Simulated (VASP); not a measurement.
# ZrC (F-43m) in VASP: further runs, part 2 of 2

VASP 6.6.1. Earlier steps stand in the parts before.

## 3. Single point, r2SCAN0

Input file POSCAR:

```
ZrC
1.0
    0.0000000000      2.5455200000      2.5455200000
    2.5455200000      0.0000000000      2.5455200000
    2.5455200000      2.5455200000      0.0000000000
Zr C
1 1
Direct
    0.5000000000      0.5000000000      0.5000000000
    0.7500000000      0.7500000000      0.7500000000
```

Input file INCAR.step1:

```
SYSTEM = ZrC
PREC     = Accurate       ! precision mode
ENCUT    = 520            ! plane-wave cutoff, eV
EDIFF    = 1E-5           ! SCF threshold, eV
ISMEAR   = -1             ! smearing method
SIGMA    = 0.05           ! smearing width, eV
LREAL    = .FALSE.        ! projectors in reciprocal space
LASPH    = .TRUE.         ! aspherical terms in the spheres
NELM     = 60             ! most SCF steps
ALGO     = Normal         ! electronic algorithm
ISIF     = 2              ! what is computed and relaxed
LWAVE    = .TRUE.         ! write WAVECAR
LCHARG   = .FALSE.        ! write CHGCAR
GGA      = PE             ! functional
NBANDS   = 15             ! bands
```

Input file INCAR.step2:

```
SYSTEM = ZrC
PREC     = Accurate       ! precision mode
ENCUT    = 520            ! plane-wave cutoff, eV
EDIFF    = 1E-6           ! SCF threshold, eV
ISMEAR   = -1             ! smearing method
SIGMA    = 0.05           ! smearing width, eV
LREAL    = .FALSE.        ! projectors in reciprocal space
LASPH    = .TRUE.         ! aspherical terms in the spheres
NELM     = 60             ! most SCF steps
ALGO     = Normal         ! electronic algorithm
ISIF     = 2              ! what is computed and relaxed
LWAVE    = .FALSE.        ! write WAVECAR
LCHARG   = .FALSE.        ! write CHGCAR
METAGGA  = R2SCAN         ! meta-GGA
LHFCALC  = .TRUE.         ! exact exchange
AEXX     = 0.25           ! exact-exchange fraction
LMIXTAU  = .TRUE.       
PRECFOCK = Normal       
ISTART   = 1            
NBANDS   = 15             ! bands
```

Input file KPOINTS:

```
Automatic mesh
0
G
  5 5 5
  0 0 0
```

Potentials or basis: VASP PAW PBE potentials, release 64 (Zr_sv, C).

Command:

```
$ cat potpaw_PBE.64/Zr_sv/POTCAR potpaw_PBE.64/C/POTCAR > POTCAR
$ cp INCAR.step1 INCAR
$ mpirun -np 1 vasp_std > vasp.out
$ cp INCAR.step2 INCAR
$ mpirun -np 1 vasp_std > vasp.out
```

It took 13 min on 1 thread of Intel Xeon Platinum 8375C at 2.90GHz (Ice Lake), shared host; peak memory 0.17 GiB.

It converged, with:

* Free energy: -34.1826 eV
* Pressure: -1.2 GPa
* Band gap on the k mesh: 2.36 eV

Levels at points of the mesh, in eV from the valence-band top:
```
           k point  band 5  band 6  band 7  band 8  band 9  band 10  band 11  band 12
(0.00, 0.00, 0.00)  -11.17   -2.28   -2.28   -2.28    5.49     5.49     5.53    11.15
```

Caveat: the k points lie up to 0.43 Å⁻¹ apart; the PAW data sets were made with another functional, which shifts forces and pressure a little; an odd mesh through Γ misses points on the zone boundary, where band edges can lie.

## 4. Single point, r2SCANh

POSCAR is that of step 3.

Input file INCAR.step1:

```
ALGO = Normal
EDIFF = 1E-5
ENCUT = 520
GGA = PE
ISIF = 2
ISMEAR = -1
LASPH = True
LCHARG = False
LREAL = False
LWAVE = True
NBANDS = 15
NELM = 60
PREC = Accurate
SIGMA = 0.05
```

Input file INCAR.step2:

```
AEXX = 0.1
ALGO = Normal
EDIFF = 1E-7
ENCUT = 520
ISIF = 2
ISMEAR = -1
ISTART = 1
LASPH = True
LCHARG = False
LHFCALC = True
LMIXTAU = True
LREAL = False
LWAVE = False
METAGGA = R2SCAN
NBANDS = 15
NELM = 60
PREC = Accurate
PRECFOCK = Normal
SIGMA = 0.05
```

Input file KPOINTS:

```
k-points
0
Gamma
  5 5 5
```

Potentials or basis: VASP PAW PBE potentials, release 64 (Zr_sv, C).

Command:

```
$ cat potpaw_PBE.64/Zr_sv/POTCAR potpaw_PBE.64/C/POTCAR > POTCAR
$ cp INCAR.step1 INCAR
$ mpirun -np 1 vasp_std > vasp.out
$ cp INCAR.step2 INCAR
$ mpirun -np 1 vasp_std > vasp.out
```

OUTCAR:

```text
AEXX = 0.1
   EDIFF = 1E-7
   ENCUT = 520
   ISIF = 2
   ISMEAR = -1
   ISTART = 1
   LASPH = True
   LHFCALC = True
   LREAL = False
   METAGGA = R2SCAN
   NELM = 60
   PREC = Accurate
   PRECFOCK = Normal

 ion  position               nearest neighbor table
   1  0.500  0.500  0.500-   2 2.20   2 2.20   2 2.20   2 2.20
   2  0.750  0.750  0.750-   1 2.20   1 2.20   1 2.20   1 2.20

  LATTYP: Found a face centered cubic cell.
 ALAT       =     5.0910400000

  Lattice vectors:

[... 357 lines left out ...]
------------------------ aborting loop because EDIFF is reached ----------------------------------------

  FORCE on cell =-STRESS in cart. coord.  units (eV):
  Direction    XX          YY          ZZ          XY          YZ          ZX
  --------------------------------------------------------------------------------------
  -------------------------------------------------------------------------------------
  Total       -0.0561006     -0.0561006     -0.0561006      0.0000000      0.0000000      0.0000000
  in kB       -2.7246969     -2.7246969     -2.7246969      0.0000000      0.0000000      0.0000000
  external PRESSURE =      -2.7246969 kB  Pullay stress =       0.0000000 kB

 VOLUME and BASIS-vectors are now :
 -----------------------------------------------------------------------------
  energy-cutoff  :      520.00
  volume of cell :       32.99
      direct lattice vectors                 reciprocal lattice vectors
     0.000000000  2.545520000  2.545520000    -0.196423521  0.196423521  0.196423521
     2.545520000  0.000000000  2.545520000     0.196423521 -0.196423521  0.196423521
     2.545520000  2.545520000  0.000000000     0.196423521  0.196423521 -0.196423521

 POSITION                                       TOTAL-FORCE (eV/Angst)
 -----------------------------------------------------------------------------------
      2.54552      2.54552      2.54552         0.000000      0.000000      0.000000
      3.81828      3.81828      3.81828        -0.000000     -0.000000     -0.000000
 -----------------------------------------------------------------------------------
    total drift:                                0.000001     -0.000000      0.000001

  FREE ENERGIE OF THE ION-ELECTRON SYSTEM (eV)
  ---------------------------------------------------
  free  energy   TOTEN  =       -33.7579645361 eV

  energy  without entropy=      -33.7579644323  energy(sigma->0) =      -33.75796448
```

It took 20 min on 1 thread of Intel Xeon Platinum 8375C at 2.90GHz (Ice Lake), shared host; peak memory 0.18 GiB.

What came out:

```yaml
Free_energy: -33.7580 eV
Pressure: -0.3 GPa
Band_gap_on_the_k_mesh: 1.54 eV
```

Caveat: the k points lie up to 0.43 Å⁻¹ apart; the PAW data sets were made with another functional, which shifts forces and pressure a little; an odd mesh through Γ misses points on the zone boundary, where band edges can lie.

## 5. Relaxation of cell and atoms, HSE06

POSCAR is that of step 4.

Input file INCAR.step1:

```
SYSTEM = ZrC
ALGO     = Normal         ! electronic algorithm
EDIFF    = 1E-5           ! SCF threshold, eV
ENCUT    = 600            ! plane-wave cutoff, eV
GGA      = PE             ! functional
ISMEAR   = -1             ! smearing method
LASPH    = .True.         ! aspherical terms in the spheres
LCHARG   = .False.        ! write CHGCAR
LREAL    = .False.        ! projectors in reciprocal space
LWAVE    = .True.         ! write WAVECAR
NBANDS   = 15             ! bands
NELM     = 100            ! most SCF steps
PREC     = Accurate       ! precision mode
SIGMA    = 0.05           ! smearing width, eV
```

Input file INCAR.step2:

```
SYSTEM = ZrC
ALGO     = Normal         ! electronic algorithm
EDIFF    = 1E-6           ! SCF threshold, eV
EDIFFG   = -0.01          ! ionic threshold
ENCUT    = 600            ! plane-wave cutoff, eV
GGA      = PE             ! functional
HFSCREEN = 0.2079         ! screening, 1/A
IBRION   = 2              ! ionic algorithm
ISIF     = 3              ! what is computed and relaxed
ISMEAR   = -1             ! smearing method
ISTART   = 1            
LASPH    = .True.         ! aspherical terms in the spheres
LCHARG   = .False.        ! write CHGCAR
LHFCALC  = .True.         ! exact exchange
LREAL    = .False.        ! projectors in reciprocal space
LWAVE    = .False.        ! write WAVECAR
NELM     = 100            ! most SCF steps
NSW      = 60             ! ionic steps
PREC     = Accurate       ! precision mode
PRECFOCK = Normal       
SIGMA    = 0.05           ! smearing width, eV
```

Input file KPOINTS:

```
k-points
0
Gamma
  5 5 5
  0 0 0
```

Command:

```
$ cat potpaw_PBE.64/Zr_sv/POTCAR potpaw_PBE.64/C/POTCAR > POTCAR
$ cp INCAR.step1 INCAR
$ mpirun -np 1 vasp_std > vasp.out
$ cp INCAR.step2 INCAR
$ mpirun -np 1 vasp_std > vasp.out
```

It took 65 min on 1 thread of Intel Xeon 8259CL, shared host; peak memory 0.3 GiB.

Results (log left out):

```
Free energy                           : -21.0393 eV
Relaxed volume                        : 16.36 Å³/atom
Relaxed cell                          : a = 3.590 Å, b = 3.590 Å, c = 3.590 Å, α = 60.00°, β = 60.00°, γ = 60.00°
Space group after relaxing (to 0.1 Å) : F-43m (No. 216)
Energy gained by relaxing             : 0.6 meV/atom
Ionic steps                           : 3
Pressure after relaxing               : 0.0 GPa
Band gap on the k mesh                : 1.46 eV
```

Step by step:
```csv
step,energy change (eV),largest force (eV/Å),pressure (GPa),volume (Å³)
1,0.0000,0.0000,-1.32,32.99
2,0.0009,0.0000,1.81,32.34
3,-0.0012,0.0000,0.00,32.71
```

Final structure:
```
Zr C
1.0
     0.00000    2.53836    2.53836
     2.53836    0.00000    2.53836
     2.53836    2.53836    0.00000
Zr C
1 1
Direct
  0.50000 0.50000 0.50000
  0.75000 0.75000 0.75000
```

Levels at points of the mesh, in eV from the valence-band top:
```tsv
k point	band 5	band 6	band 7	band 8	band 9	band 10	band 11	band 12
(0.00, 0.00, 0.00)	-10.78	-2.21	-2.21	-2.21	4.51	4.51	4.53	10.10
```

Caveat: the k points lie up to 0.43 Å⁻¹ apart in the final cell; the PAW data sets were made with another functional, which shifts forces and pressure a little; an odd mesh through Γ misses points on the zone boundary, where band edges can lie.

## 6. Overview

```tsv
task	level	cell	cutoff (eV)	share of exact exchange	screening parameter	gap on the mesh (eV)	pressure (GPa)
single point	HF	as given	520	1	-	7.32	8.1
single point	r2SCAN0	as given	520	0.25	-	2.36	-1.2
single point	r2SCANh	as given	520	0.1	-	1.54	-0.3
relaxation of cell and atoms	HSE06	relaxed	600	0.25	0.2079 1/Å	1.46	0.0
```

Alike in all rows: potentials or basis VASP PAW PBE potentials, release 64 (Zr_sv, C); no spin polarisation; k mesh 5 × 5 × 5; smearing fermi-dirac 0.05 eV.

Caveats: all runs use coarse meshes; the PAW data sets were made with another functional, which shifts forces and pressure a little; an odd mesh through Γ misses points on the zone boundary, where band edges can lie.

Absolute energies hang on the potentials; compare differences alone.
